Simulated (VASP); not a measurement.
# Si in VASP: single point with PBEsol

Aim: the single point of Si with PBEsol.

All numbers are computed with VASP 6.6.1; they aren't measurements. Logs are shortened: lines on timing, memory, paths and dates and some standing lists are left out, and cuts for length are marked.

**1. The cell of the first run**

The cell holds a slab with vacuum, 16 atoms: a = 3.842 Å, b = 10.866 Å, c = 20.763 Å, α = 90.00°, β = 90.00°, γ = 90.00°.

**2. Single point, PBEsol**

INCAR reads:

```
SYSTEM = Si
ALGO = Fast
DIPOL = 0.5 0.5 0.499
EDIFF = 1E-6
ENCUT = 520
GGA = PS
IDIPOL = 3
ISIF = 2
ISMEAR = 0
LASPH = .TRUE.
LCHARG = .FALSE.
LDIPOL = .TRUE.
LREAL = Auto
LWAVE = .FALSE.
NBANDS = 46
NELM = 60
PREC = Accurate
SIGMA = 0.05
```

KPOINTS reads:

```
k-points
0
G
  9 4 1
  0 0 0
```

POSCAR reads:

```
Si
1.0
    3.8417168286      0.0000000000      0.0000000000
    0.0000000000     10.8660160835      0.0000000000
    0.0000000000      0.0000000000     20.7625752429
Si
16
Direct
    0.5000000000      0.5000000000      0.3612268667
    0.5000000000      0.0000000000      0.3612268667
    0.0000000000      0.6250000000      0.3612268667
    0.0000000000      0.1250000000      0.3612268667
    0.0000000000      0.7500000000      0.4537422889
    0.0000000000      0.2500000000      0.4537422889
    0.5000000000      0.8750000000      0.4537422889
    0.5000000000      0.3750000000      0.4537422889
    0.5000000000      0.0019728318      0.5467115958
    0.5000000000      0.5019728318      0.5467115958
    0.0000000000      0.1230271682      0.5467115958
    0.0000000000      0.6230271682      0.5467115958
    0.0000000000      0.2554520731      0.6331102186
    0.0000000000      0.7554520731      0.6331102186
    0.5000000000      0.3695479269      0.6331102186
    0.5000000000      0.8695479269      0.6331102186
```

Potentials or basis: VASP PAW PBE potentials, release 64 (Si).

Command:

```console
$ cat potpaw_PBE.64/Si/POTCAR > POTCAR
$ mpirun -np 1 vasp_std > vasp.out
```

OUTCAR:

```text
SYSTEM = Si
   EDIFF = 1E-6
   ENCUT = 520
   GGA = PS
   ISIF = 2
   ISMEAR = 0
   LASPH = .TRUE.
   LREAL = Auto
   NELM = 60
   PREC = Accurate

 ion  position               nearest neighbor table
   1  0.500  0.500  0.361-   3 2.35   3 2.35   8 2.35
   2  0.500  0.000  0.361-   4 2.35   4 2.35   7 2.35
   3  0.000  0.625  0.361-   1 2.35   1 2.35   5 2.35
   4  0.000  0.125  0.361-   2 2.35   2 2.35   6 2.35
   5  0.000  0.750  0.454-   7 2.35   7 2.35   3 2.35  12 2.37
   6  0.000  0.250  0.454-   8 2.35   8 2.35   4 2.35  11 2.37
   7  0.500  0.875  0.454-   5 2.35   5 2.35   2 2.35   9 2.37
   8  0.500  0.375  0.454-   6 2.35   6 2.35   1 2.35  10 2.37
   9  0.500  0.002  0.547-  16 2.30  11 2.33  11 2.33   7 2.37
  10  0.500  0.502  0.547-  15 2.30  12 2.33  12 2.33   8 2.37
  11  0.000  0.123  0.547-  13 2.30   9 2.33   9 2.33   6 2.37
  12  0.000  0.623  0.547-  14 2.30  10 2.33  10 2.33   5 2.37
  13  0.000  0.255  0.633-  15 2.29  15 2.29  11 2.30
  14  0.000  0.755  0.633-  16 2.29  16 2.29  12 2.30
  15  0.500  0.370  0.633-  13 2.29  13 2.29  10 2.30
  16  0.500  0.870  0.633-  14 2.29  14 2.29   9 2.30

  LATTYP: Found a simple orthorhombic cell.
 ALAT       =     3.8417168286
 B/A-ratio  =     2.8284271247
 C/A-ratio  =     5.4045043321

  Lattice vectors:

 A1 = (   3.8417168286,   0.0000000000,   0.0000000000)
 A2 = (   0.0000000000,  10.8660160835,   0.0000000000)
 A3 = (   0.0000000000,   0.0000000000,  20.7625752429)

Analysis of symmetry for initial positions (statically):
=====================================================================
 Subroutine PRICEL returns following result:

  LATTYP: Found a simple orthorhombic cell.
 ALAT       =     3.8417168286
 B/A-ratio  =     1.4142135624
 C/A-ratio  =     5.4045043321

  Lattice vectors:

 A1 = (   3.8417168286,   0.0000000000,   0.0000000000)
 A2 = (   0.0000000000,   5.4330080417,   0.0000000000)
 A3 = (   0.0000000000,   0.0000000000,  20.7625752429)

   2 primitive cells build up your supercell.

 Routine SETGRP: Setting up the symmetry group for a
 simple orthorhombic supercell.

 Subroutine GETGRP returns: Found  4 space group operations
 (whereof  2 operations were pure point group operations)
 out of a pool of  8 trial point group operations.

The static configuration has the point symmetry C_1h.
 The point group associated with its full space group is C_2v.

Analysis of symmetry for dynamics (positions and initial velocities):
=====================================================================
 Subroutine PRICEL returns following result:

  LATTYP: Found a simple orthorhombic cell.
 ALAT       =     3.8417168286
 B/A-ratio  =     1.4142135624
 C/A-ratio  =     5.4045043321

  Lattice vectors:

 A1 = (   3.8417168286,   0.0000000000,   0.0000000000)
 A2 = (   0.0000000000,   5.4330080417,   0.0000000000)
 A3 = (   0.0000000000,   0.0000000000,  20.7625752429)

   2 primitive cells build up your supercell.

 Routine SETGRP: Setting up the symmetry group for a
 simple orthorhombic supercell.

 Subroutine GETGRP returns: Found  4 space group operations
 (whereof  2 operations were pure point group operations)
 out of a pool of  8 trial point group operations.

The dynamic configuration has the point symmetry C_1h.
 The point group associated with its full space group is C_2v.

 Subroutine INISYM returns: Found  4 space group operations
 (whereof  2 operations are pure point group operations),
 and found     2 'primitive' translations

----------------------------------------------------------------------------------------

                                     Primitive cell

  volume of cell :     433.3581

  direct lattice vectors                    reciprocal lattice vectors
     3.841716829  0.000000000  0.000000000     0.260300289  0.000000000  0.000000000
     0.000000000  5.433008042  0.000000000     0.000000000  0.184060099  0.000000000
     0.000000000  0.000000000 20.762575243     0.000000000  0.000000000  0.048163582

  length of vectors
     3.841716829  5.433008042 20.762575243     0.260300289  0.184060099  0.048163582

  position of ions in fractional coordinates (direct lattice)
     0.500000000  1.000000000  0.361226867
     0.000000000  0.250000000  0.361226867
     0.000000000  0.500000000  0.453742289
     0.500000000  0.750000000  0.453742289
     0.500000000  0.003945664  0.546711596
     0.000000000  0.246054336  0.546711596
     0.000000000  0.510904146  0.633110219
     0.500000000  0.739095854  0.633110219

  ion indices of the primitive-cell ions
   primitive index   ion index
                 1           1
                 2           3
                 3           5
                 4           8
                 5          10
                 6          12
                 7          13
                 8          15

----------------------------------------------------------------------------------------

 KPOINTS: k-points

Automatic generation of k-mesh.
 Grid dimensions read from file:
 generate k-points for:    9    4    1

 Generating k-lattice:

  Cartesian coordinates                     Fractional coordinates (reciprocal lattice)
     0.028922254  0.000000000  0.000000000     0.111111111  0.000000000  0.000000000
     0.000000000  0.023007512  0.000000000     0.000000000  0.250000000  0.000000000
     0.000000000  0.000000000  0.048163582     0.000000000  0.000000000  1.000000000

  Length of vectors
     0.028922254  0.023007512  0.048163582

  Shift w.r.t. Gamma in fractional coordinates (k-lattice)
     0.000000000  0.000000000  0.000000000

 Subroutine IBZKPT returns following result:
 ===========================================

 Found     15 irreducible k-points:

 Following reciprocal coordinates:
            Coordinates               Weight
  0.000000  0.000000  0.000000      1.000000
  0.111111  0.000000  0.000000      2.000000
  0.222222  0.000000  0.000000      2.000000
  0.333333  0.000000  0.000000      2.000000
  0.444444  0.000000  0.000000      2.000000
  0.000000  0.250000  0.000000      2.000000
  0.111111  0.250000  0.000000      4.000000
  0.222222  0.250000  0.000000      4.000000
  0.333333  0.250000  0.000000      4.000000
  0.444444  0.250000  0.000000      4.000000
  0.000000  0.500000  0.000000      1.000000
  0.111111  0.500000  0.000000      2.000000
  0.222222  0.500000  0.000000      2.000000
  0.333333  0.500000  0.000000      2.000000
  0.444444  0.500000  0.000000      2.000000
   k-points           NKPTS =     15   k-points in BZ     NKDIM =     15   number of bands    NBANDS=     46
   number of dos      NEDOS =    301   number of ions     NIONS =     16
   total plane-waves  NPLWV = 403200
   dimension x,y,z NGX =    30 NGY =   84 NGZ =  160
   dimension x,y,z NGXF=    60 NGYF=  168 NGZF=  320
   ions per type =              16
   NGX,Y,Z   is equivalent  to a cutoff of  12.98, 12.85, 12.81 a.u.
   NGXF,Y,Z  is equivalent  to a cutoff of  25.96, 25.70, 25.62 a.u.
 SYSTEM =  Si
   PREC   = accura    normal or accurate (medium, high low for compatibility)
   ISTART =      0    job   : 0-new  1-cont  2-samecut
   ICHARG =      2    charge: 1-file 2-atom 10-const
   ISPIN  =      1    spin polarized calculation?
   LNONCOLLINEAR =      F non collinear calculations
   LSORBIT =      F    spin-orbit coupling
   LASPH  =      T    aspherical Exc in radial PAW
   ENCUT  =  520.0 eV  38.22 Ry    6.18 a.u.   7.14 20.20 38.60*2*pi/ulx,y,z
   NELM   =     60;   NELMIN=  2; NELMDL= -5     # of ELM steps
   EDIFF  = 0.1E-05   stopping-criterion for ELM
   LREAL  =      T    real-space projection
   EDIFFG = 0.1E-04   stopping-criterion for IOM
   NSW    =      0    number of steps for IOM
   IBRION =     -1    ionic relax: 0-MD 1-quasi-New 2-CG
   NFREE  =      0    steps in history (QN), initial steepest desc. (CG)
   ISIF   =      2    stress and relaxation
   ISYM   =      2    0-nonsym 1-usesym 2-fastsym
   POTIM  = 0.5000    time-step for ionic-motion
   TEBEG  =    0.0;   TEEND  =   0.0 temperature during run
   PSTRESS=    0.0 pullay stress
   NELECT =      64.0000    total number of electrons
   NUPDOWN=      -1.0000    fix difference up-down
   EMIN   =  10.00;   EMAX   =-10.00  energy-range for DOS
   EFERMI =   0.00;   METHOD = LEGACY
   ISMEAR =     0;   SIGMA  =   0.05  broadening in eV -4-tet -1-fermi 0-gaus
   EFERMI_NEDOS =   21; number of points for ismear=-14 and -15
   IALGO  =     68    algorithm
   IMIX   =      4    mixing-type and parameters
     AMIX     =   0.40;   BMIX     =  1.00
     AMIX_MAG =   1.60;   BMIX_MAG =  1.00
  volume/ion in A,a.u.               =      54.17       365.56
  Fermi-wavevector in a.u.,A,eV,Ry     =   0.686819  1.297900  6.418151  0.471721
  Thomas-Fermi vector in A             =   1.767157
   LORBIT       =      0    0 simple, 1 ext, 2 COOP (PROOUT), +10 PAW based schemes
   GGA     = PS    functional components
   LHFCALC =     F    Hartree Fock is set to
   AEXX    =    0.0000 exact exchange contribution
   IVDW    =     0    specifies the selected vdW correction
   LEPSILON=     F    determine dielectric tensor
   LRPA    =     F    only Hartree local field effects (RPA)
 non-spin polarized calculation
 RMM-DIIS sequential band-by-band and
 Gauss-broadening in eV      SIGMA  =   0.05
  energy-cutoff  :      520.00
  volume of cell :      866.72
 maximum number of plane-waves:     23410
 NGX is ok and might be reduce to    30
   NGX = 15   NGY = 41   NGZ = 77

 dipolmoment           0.000000      0.000000      0.071422 electrons x Angstroem

 number of electron      63.9999997 magnetization

 dipolmoment           0.000000      0.000000     -0.023505 electrons x Angstroem

 Free energy of the ion-electron system (eV)
  ---------------------------------------------------
  ext. energy  EPLUGINS =         0.00000000
  ---------------------------------------------------
  free energy    TOTEN  =       -82.38934156 eV

  energy without entropy =      -82.37526280  energy(sigma->0) =      -82.38230218

 E-fermi :  -0.9421     XC(G=0):  -4.3042

 val. band max:       -0.9540589020   @ k =   0.1111   0.2500   0.0000
 cond. band min:      -0.9389760443   @ k =   0.3333   0.2500   0.0000
 fundamental gap:      0.0150828577
 Fermi energy:        -0.9420873813

 k-point     1 :       0.0000    0.0000    0.0000
  band No.  band energies     occupation
      1     -12.5754      2.00000
      2     -11.5354      2.00000
      3     -11.5313      2.00000
      4     -11.3555      2.00000
      5     -10.6899      2.00000
      6     -10.4903      2.00000
[... 36 lines left out ...]
     43       1.6507      0.00000
     44       1.9255      0.00000

 k-point     2 :       0.1111    0.0000    0.0000
  band No.  band energies     occupation
      1     -12.4668      2.00000
      2     -11.4351      2.00000
      3     -11.4311      2.00000
      4     -11.2453      2.00000
      5     -10.5819      2.00000
      6     -10.3836      2.00000
[... 36 lines left out ...]
     43       2.0403      0.00000
     44       2.1124      0.00000

 k-point     3 :       0.2222    0.0000    0.0000
  band No.  band energies     occupation
      1     -12.1439      2.00000
      2     -11.1442      2.00000
      3     -11.1407      2.00000
      4     -10.9173      2.00000
      5     -10.2632      2.00000
      6     -10.0696      2.00000
[... 553 lines left out ...]
     43       2.2060      0.00000
     44       2.2060      0.00000

 k-point    15 :       0.4444    0.5000    0.0000
  band No.  band energies     occupation
      1     -10.7227      2.00000
      2     -10.7227      2.00000
      3     -10.0603      2.00000
      4     -10.0603      2.00000
      5      -9.4947      2.00000
      6      -9.4947      2.00000
[... 36 lines left out ...]
     43       1.8050      0.00000
     44       1.8050      0.00000
 [bands above 44 left out]

------------------------ aborting loop because EDIFF is reached ----------------------------------------

 vacuum level on the upper side and lower side of the slab       (xc-potential included)        -0.112        -0.040

  FORCE on cell =-STRESS in cart. coord.  units (eV):
  Direction    XX          YY          ZZ          XY          YZ          ZX
  --------------------------------------------------------------------------------------
  -------------------------------------------------------------------------------------
  Total        0.4973178     -0.6265367     -1.4222985      0.0000000      0.0000000      0.0000000
  in kB        0.9193220     -1.1581911     -2.6292049      0.0000000      0.0000000      0.0000000
  external PRESSURE =      -0.9560247 kB  Pullay stress =       0.0000000 kB

 VOLUME and BASIS-vectors are now :
 -----------------------------------------------------------------------------
  energy-cutoff  :      520.00
  volume of cell :      866.72
      direct lattice vectors                 reciprocal lattice vectors
     3.841716829  0.000000000  0.000000000     0.260300289  0.000000000  0.000000000
     0.000000000 10.866016083  0.000000000     0.000000000  0.092030050  0.000000000
     0.000000000  0.000000000 20.762575243     0.000000000  0.000000000  0.048163582

 POSITION                                       TOTAL-FORCE (eV/Angst)
 -----------------------------------------------------------------------------------
      1.92086      5.43301      7.50000         0.000000      0.439953      0.205004
      1.92086      0.00000      7.50000         0.000000      0.439953      0.205004
      0.00000      6.79126      7.50000        -0.000000     -0.439953      0.205004
      0.00000      1.35825      7.50000        -0.000000     -0.439953      0.205004
      0.00000      8.14951      9.42086         0.000000      0.032659     -0.217320
      0.00000      2.71650      9.42086         0.000000      0.032659     -0.217320
[... 8 lines left out ...]
      1.92086      4.01551     13.14500         0.000000      0.015241      0.011271
      1.92086      9.44852     13.14500         0.000000      0.015241      0.011271
 -----------------------------------------------------------------------------------
    total drift:                               -0.000000     -0.000000     -0.006808

  FREE ENERGIE OF THE ION-ELECTRON SYSTEM (eV)
  ---------------------------------------------------
  free  energy   TOTEN  =       -82.3893415568 eV

  energy  without entropy=      -82.3752627980  energy(sigma->0) =      -82.38230218

 vacuum level on the upper side and lower side of the slab         3.806         3.880
```

It took 31 min on 1 thread of Oxide Virtual Turin-like, shared host; peak memory 0.89 GiB.

What came out:

```yaml
Free_energy: -82.3893 eV
Largest_force: 0.485 eV/Å
Band_gap_on_the_k_mesh: zero (bands 32 and 33 overlap by 0.21 eV)
```

Forces on the atoms (eV/Å):
```
Si   0.000  0.440  0.205
Si   0.000  0.440  0.205
Si   0.000 -0.440  0.205
Si   0.000 -0.440  0.205
Si   0.000  0.033 -0.217
Si   0.000  0.033 -0.217
Si   0.000 -0.033 -0.217
Si   0.000 -0.033 -0.217
Si   0.000  0.009  0.001
Si   0.000  0.009  0.001
Si   0.000 -0.009  0.001
Si   0.000 -0.009  0.001
Si   0.000 -0.015  0.011
Si   0.000 -0.015  0.011
Si   0.000  0.015  0.011
Si   0.000  0.015  0.011
```

Levels at points of the mesh, in eV from the Fermi level:
```csv
k point,band 30,band 31,band 32,band 33,band 34,band 35
"(0.00, 0.00, 0.00)",-0.21,-0.21,-0.02,0.19,0.32,0.49
"(0.00, 0.50, 0.00)",-0.45,-0.15,-0.15,0.48,0.48,0.79
```

Caveat: the PAW data sets were made with another functional, which shifts forces and pressure a little.
